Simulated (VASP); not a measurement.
# Si (P1) in VASP: relaxation of cell and atoms with PBE

Aim: the relaxation of cell and atoms of Si with PBE.

All numbers are computed with VASP 6.6.1; they aren't measurements. Logs are shortened: lines on timing, memory, paths and dates and some standing lists are left out, and cuts for length are marked.

### Step 1. The cell of the first run

The typed cell holds 4 atoms: a = 2.467 Å, b = 5.351 Å, c = 5.127 Å, α = 120.45°, β = 90.78°, γ = 90.47°.

### Step 2. Relaxation of cell and atoms, PBE

INCAR reads:

```
SYSTEM = Si
PREC = Accurate ; ENCUT = 600
EDIFF = 1E-6 ; ISMEAR = 0
SIGMA = 0.2 ; LREAL = .False.
LASPH = .True. ; NELM = 100
ALGO = Normal ; ISIF = 3
LWAVE = .False. ; LCHARG = .False.
GGA = PE ; IBRION = 2
NSW = 80 ; EDIFFG = -0.025
```

KPOINTS reads:

```
Automatic mesh
0
Gamma
  8 6 6
  0 0 0
```

POSCAR reads:

```
Si
1.0
   -0.0268080945     -0.0038386441      2.4672165733
    2.7143935189     -4.6112346014     -0.0215648537
    2.4905046784      4.4818763899     -0.0357753645
Si
4
Direct
    0.5014026152      0.2464835476      0.2355472905
    0.5082162610      0.2352054303      0.7509945160
    0.4578653554      0.7611593826      0.2485647518
    0.5325157684      0.7571516395      0.7648934417
```

Potentials or basis: VASP PAW PBE potentials, release 64 (Si).

Started as:

```bash
$ cat potpaw_PBE.64/Si/POTCAR > POTCAR
$ mpirun -np 1 vasp_std > vasp.out
```

OUTCAR:

```text
SYSTEM = Si
   PREC = Accurate
   ENCUT = 600
   EDIFF = 1E-6
   ISMEAR = 0
   LREAL = .False.
   LASPH = .True.
   NELM = 100
   ISIF = 3
   GGA = PE
   IBRION = 2
   NSW = 80
   EDIFFG = -0.025

 ion  position               nearest neighbor table
   1  0.501  0.246  0.236-   2 2.45   4 2.51   3 2.63   2 2.67   4 2.70   3 2.72
   2  0.508  0.235  0.751-   1 2.45   3 2.54   4 2.60   1 2.67   3 2.68   4 2.76
   3  0.458  0.761  0.249-   4 2.48   2 2.54   1 2.63   4 2.66   2 2.68   1 2.72
   4  0.533  0.757  0.765-   3 2.48   1 2.51   2 2.60   3 2.66   1 2.70   2 2.76

  LATTYP: Found a triclinic cell.
 ALAT       =     9.4178001411
 B/A-ratio  =     0.6276088927
 C/A-ratio  =     1.5338318860
 COS(alpha) =     0.0008060275
 COS(beta)  =     0.4805873279
 COS(gamma) =     0.8743273472

  Lattice vectors:

 A1 = (   0.2506969350,  -9.0892723472,  -2.4530060625)
 A2 = (   2.7412016134,  -4.6073959573,  -2.4887814270)
 A3 = ( -10.2395237431,  -8.8420718565,   5.0633240938)

Analysis of symmetry for initial positions (statically):
=====================================================================
 Subroutine PRICEL returns:
 Original cell was already a primitive cell.

 Routine SETGRP: Setting up the symmetry group for a
 triclinic supercell.

 Subroutine GETGRP returns: Found  1 space group operations
 (whereof  1 operations were pure point group operations)
 out of a pool of  2 trial point group operations.

The static configuration has the point symmetry C_1 .

Analysis of symmetry for dynamics (positions and initial velocities):
=====================================================================
 Subroutine PRICEL returns:
 Original cell was already a primitive cell.

 Routine SETGRP: Setting up the symmetry group for a
 triclinic supercell.

 Subroutine GETGRP returns: Found  1 space group operations
 (whereof  1 operations were pure point group operations)
 out of a pool of  2 trial point group operations.

The dynamic configuration has the point symmetry C_1 .

 Subroutine INISYM returns: Found  1 space group operations
 (whereof  1 operations are pure point group operations),
 and found     1 'primitive' translations

----------------------------------------------------------------------------------------

                                     Primitive cell

  volume of cell :      58.3422

  direct lattice vectors                    reciprocal lattice vectors
    -0.026808095 -0.003838644  2.467216573     0.004484227  0.000743905  0.405364928
     2.714393519 -4.611234601 -0.021564854     0.189530465 -0.105303818  0.001895548
     2.490504678  4.481876390 -0.035775364     0.195004631  0.114778321  0.002297446

  length of vectors
     2.467365200  5.350876729  5.127485681     0.405390413  0.216827776  0.226287754

  position of ions in fractional coordinates (direct lattice)
     0.501402615  0.246483548  0.235547291
     0.508216261  0.235205430  0.750994516
     0.457865355  0.761159383  0.248564752
     0.532515768  0.757151640  0.764893442

  ion indices of the primitive-cell ions
   primitive index   ion index
                 1           1
                 2           2
                 3           3
                 4           4

----------------------------------------------------------------------------------------

 KPOINTS: Automatic mesh

Automatic generation of k-mesh.
 Grid dimensions read from file:
 generate k-points for:    8    6    6

 Generating k-lattice:

  Cartesian coordinates                     Fractional coordinates (reciprocal lattice)
     0.000560528  0.000092988  0.050670616     0.125000000  0.000000000 -0.000000000
     0.031588411 -0.017550636  0.000315925    -0.000000000  0.166666667  0.000000000
     0.032500772  0.019129720  0.000382908     0.000000000 -0.000000000  0.166666667

  Length of vectors
     0.050673802  0.036137963  0.037714626

  Shift w.r.t. Gamma in fractional coordinates (k-lattice)
     0.000000000  0.000000000  0.000000000

 Subroutine IBZKPT returns following result:
 ===========================================

 Found    148 irreducible k-points:

 Following reciprocal coordinates:
            Coordinates               Weight
  0.000000  0.000000  0.000000      1.000000
  0.125000  0.000000  0.000000      2.000000
  0.250000  0.000000  0.000000      2.000000
  0.375000  0.000000  0.000000      2.000000
  0.500000  0.000000  0.000000      1.000000
  0.000000  0.166667 -0.000000      2.000000
[... 16 lines left out ...]
  0.125000  0.500000 -0.000000      2.000000
  0.250000  0.500000 -0.000000      2.000000
 [... further k-points ...]
   k-points           NKPTS =    148   k-points in BZ     NKDIM =    148   number of bands    NBANDS=     12
   number of dos      NEDOS =    301   number of ions     NIONS =      4
   total plane-waves  NPLWV =  40320
   dimension x,y,z NGX =    20 NGY =   48 NGZ =   42
   dimension x,y,z NGXF=    40 NGYF=   96 NGZF=   84
   ions per type =               4
   NGX,Y,Z   is equivalent  to a cutoff of  13.48, 14.91, 13.62 a.u.
   NGXF,Y,Z  is equivalent  to a cutoff of  26.95, 29.83, 27.23 a.u.
 SYSTEM =  Si
   PREC   = accura    normal or accurate (medium, high low for compatibility)
   ISTART =      0    job   : 0-new  1-cont  2-samecut
   ICHARG =      2    charge: 1-file 2-atom 10-const
   ISPIN  =      1    spin polarized calculation?
   LNONCOLLINEAR =      F non collinear calculations
   LSORBIT =      F    spin-orbit coupling
   LASPH  =      T    aspherical Exc in radial PAW
   ENCUT  =  600.0 eV  44.10 Ry    6.64 a.u.   4.93 10.69 10.24*2*pi/ulx,y,z
   NELM   =    100;   NELMIN=  2; NELMDL= -5     # of ELM steps
   EDIFF  = 0.1E-05   stopping-criterion for ELM
   LREAL  =      F    real-space projection
   EDIFFG = -.3E-01   stopping-criterion for IOM
   NSW    =     80    number of steps for IOM
   IBRION =      2    ionic relax: 0-MD 1-quasi-New 2-CG
   NFREE  =      1    steps in history (QN), initial steepest desc. (CG)
   ISIF   =      3    stress and relaxation
   ISYM   =      2    0-nonsym 1-usesym 2-fastsym
   POTIM  = 0.5000    time-step for ionic-motion
   TEBEG  =    0.0;   TEEND  =   0.0 temperature during run
   PSTRESS=    0.0 pullay stress
   NELECT =      16.0000    total number of electrons
   NUPDOWN=      -1.0000    fix difference up-down
   EMIN   =  10.00;   EMAX   =-10.00  energy-range for DOS
   EFERMI =   0.00;   METHOD = LEGACY
   ISMEAR =     0;   SIGMA  =   0.20  broadening in eV -4-tet -1-fermi 0-gaus
   EFERMI_NEDOS =   21; number of points for ismear=-14 and -15
   IALGO  =     38    algorithm
   IMIX   =      4    mixing-type and parameters
     AMIX     =   0.40;   BMIX     =  1.00
     AMIX_MAG =   1.60;   BMIX_MAG =  1.00
  volume/ion in A,a.u.               =      14.59        98.43
  Fermi-wavevector in a.u.,A,eV,Ry     =   1.063622  2.009954 15.392154  1.131291
  Thomas-Fermi vector in A             =   2.199113
   LORBIT       =      0    0 simple, 1 ext, 2 COOP (PROOUT), +10 PAW based schemes
   GGA     = PE    functional components
   LHFCALC =     F    Hartree Fock is set to
   AEXX    =    0.0000 exact exchange contribution
   IVDW    =     0    specifies the selected vdW correction
   LEPSILON=     F    determine dielectric tensor
   LRPA    =     F    only Hartree local field effects (RPA)
 conjugate gradient relaxation of ions
 non-spin polarized calculation
 Gauss-broadening in eV      SIGMA  =   0.20
  energy-cutoff  :      600.00
  volume of cell :       58.34
 maximum number of plane-waves:      1967
   NGX =  9   NGY = 21   NGZ = 21

--------------------------------------- Ionic step        1  -------------------------------------------

 number of electron      16.0000000 magnetization

 Free energy of the ion-electron system (eV)
  ---------------------------------------------------
  ext. energy  EPLUGINS =         0.00000000
  ---------------------------------------------------
  free energy    TOTEN  =       -20.28961186 eV

  energy without entropy =      -20.25494865  energy(sigma->0) =      -20.27228025

------------------------ aborting loop because EDIFF is reached ----------------------------------------

  FORCE on cell =-STRESS in cart. coord.  units (eV):
  Direction    XX          YY          ZZ          XY          YZ          ZX
  --------------------------------------------------------------------------------------
  -------------------------------------------------------------------------------------
  Total        0.9988701      1.9769783      2.1353127      0.3929185      0.0754728      0.2960858
  in kB       27.4306987     54.2912409     58.6393757     10.7902208      2.0726132      8.1310284
  external PRESSURE =      46.7871051 kB  Pullay stress =       0.0000000 kB
[... 95 lines left out ...]
  FREE ENERGIE OF THE ION-ELECTRON SYSTEM (eV)
  ---------------------------------------------------
  free  energy   TOTEN  =       -20.3575103694 eV

  energy  without entropy=      -20.3195185155  energy(sigma->0) =      -20.33851444

[... ionic steps 4 to 11 ...]

--------------------------------------- Ionic step       12  -------------------------------------------

 number of electron      16.0000001 magnetization

------------------------ aborting loop because EDIFF is reached ----------------------------------------

  FORCE on cell =-STRESS in cart. coord.  units (eV):
  Direction    XX          YY          ZZ          XY          YZ          ZX
  --------------------------------------------------------------------------------------
  -------------------------------------------------------------------------------------
  Total       -0.0027605     -0.0454830      0.0343022     -0.0098642      0.0316649      0.0185797
  in kB       -0.0734210     -1.2097064      0.9123317     -0.2623576      0.8421893      0.4941621
  external PRESSURE =      -0.1235986 kB  Pullay stress =       0.0000000 kB
[... 61 lines left out ...]
  energy  without entropy=      -20.3722803514  energy(sigma->0) =      -20.38906432

--------------------------------------- Ionic step       14  -------------------------------------------

 number of electron      16.0000001 magnetization

 Free energy of the ion-electron system (eV)
  ---------------------------------------------------
  ext. energy  EPLUGINS =         0.00000000
  ---------------------------------------------------
  free energy    TOTEN  =       -20.40598367 eV

  energy without entropy =      -20.37219399  energy(sigma->0) =      -20.38908883

 E-fermi :   9.3306     XC(G=0): -10.9605

 val. band max:        9.3137380841   @ k =   0.5000   0.3333  -0.0000
 cond. band min:       9.3373649465   @ k =  -0.3750   0.1667   0.3333
 fundamental gap:      0.0236268624
 Fermi energy:         9.3305624639

 k-point     1 :       0.0000    0.0000    0.0000
  band No.  band energies     occupation
      1      -4.5616      2.00000
      2       1.6012      2.00000
      3       1.6036      2.00000
      4       2.3786      2.00000
      5       2.6268      2.00000
      6       2.6272      2.00000
      7       2.8898      2.00000
      8      13.4450      0.00000
      9      15.0828      0.00000
     10      15.0853      0.00000
     11      15.2281      0.00000
     12      16.2728      0.00000
[... 331 lines left out ...]
 k-point    24 :       0.2500    0.5000   -0.0000
  band No.  band energies     occupation
      1      -1.4940      2.00000
      2      -1.4851      2.00000
      3       2.0625      2.00000
      4       2.0705      2.00000
      5       7.7266      2.00000
      6       7.7291      2.00000
      7       9.1284      1.84706
      8       9.1442      1.81236
      9       9.2571      1.39659
     10       9.2685      1.33904
     11      12.0174      0.00000
     12      12.0304      0.00000

 [... further k-points ...]
[... 5 lines left out ...]
  --------------------------------------------------------------------------------------
  -------------------------------------------------------------------------------------
  Total       -0.0063852     -0.0066692     -0.0390555      0.0113923     -0.0027845     -0.0120132
  in kB       -0.1697872     -0.1773379     -1.0385156      0.3029296     -0.0740407     -0.3194396
  external PRESSURE =      -0.4618802 kB  Pullay stress =       0.0000000 kB
[... 19 lines left out ...]
  FREE ENERGIE OF THE ION-ELECTRON SYSTEM (eV)
  ---------------------------------------------------
  free  energy   TOTEN  =       -20.4059836674 eV

  energy  without entropy=      -20.3721939908  energy(sigma->0) =      -20.38908883

 reached required accuracy - stopping structural energy minimisation
```

It took 10 min on 1 thread of Intel Xeon Platinum 8488C (Sapphire Rapids), shared host; peak memory 0.25 GiB.

Results:

| Item | Value |
| --- | --- |
| Free energy | -20.4060 eV |
| Relaxed volume | 15.06 Å³/atom |
| Relaxed cell | a = 2.505 Å, b = 5.413 Å, c = 5.203 Å, α = 121.34°, β = 89.98°, γ = 89.98° |
| Space group after relaxing (to 0.05 Å) | Cmmm (No. 65) |
| Energy gained by relaxing | 29.1 meV/atom |
| Ionic steps | 14 |
| Pressure after relaxing | 0.0 GPa |
| Largest force after relaxing | 0.018 eV/Å |
| Band gap on the k mesh | zero (band 8 reaches 13.45 eV, above the bottom of band 9 at 7.15 eV) |

Forces in eV/Å, atoms in the order of the input:
```
Si   0.011 -0.007 -0.001
Si   0.000  0.005  0.000
Si   0.004 -0.008  0.004
Si  -0.015  0.010 -0.003
```

Stress tensor (GPa, compression positive):
```
-0.02  0.03 -0.03
 0.03 -0.02 -0.01
-0.03 -0.01 -0.10
```

Step by step:
```csv
step,energy change (eV),largest force (eV/Å),pressure (GPa),volume (Å³)
1,0.0000,0.6478,4.68,58.34
2,-0.0640,0.2502,-2.71,62.01
3,-0.0679,0.3027,-1.42,61.25
4,-0.0905,0.2286,-0.72,60.69
5,-0.1010,0.1794,0.39,60.02
6,-0.1074,0.1338,0.02,60.20
7,-0.1087,0.1197,-0.18,60.32
8,-0.1118,0.0989,0.04,60.20
9,-0.1136,0.0700,0.38,60.03
10,-0.1155,0.0552,0.01,60.23
11,-0.1157,0.0529,-0.16,60.33
12,-0.1161,0.0391,-0.01,60.24
13,-0.1162,0.0237,0.16,60.14
14,-0.1164,0.0183,-0.05,60.25
```

Final structure:
```yaml
crystal:
  lattice:
    - [0.00142, 0.00020, 2.50459]
    - [2.70602, -4.68846, 0.00065]
    - [2.49629, 4.56514, -0.00028]
  atoms:
    - { symbol: Si, position: [0.50033, 0.24984, 0.25016] }
    - { symbol: Si, position: [0.49990, 0.24991, 0.74930] }
    - { symbol: Si, position: [0.49919, 0.74870, 0.24967] }
    - { symbol: Si, position: [0.50058, 0.75155, 0.75087] }
```
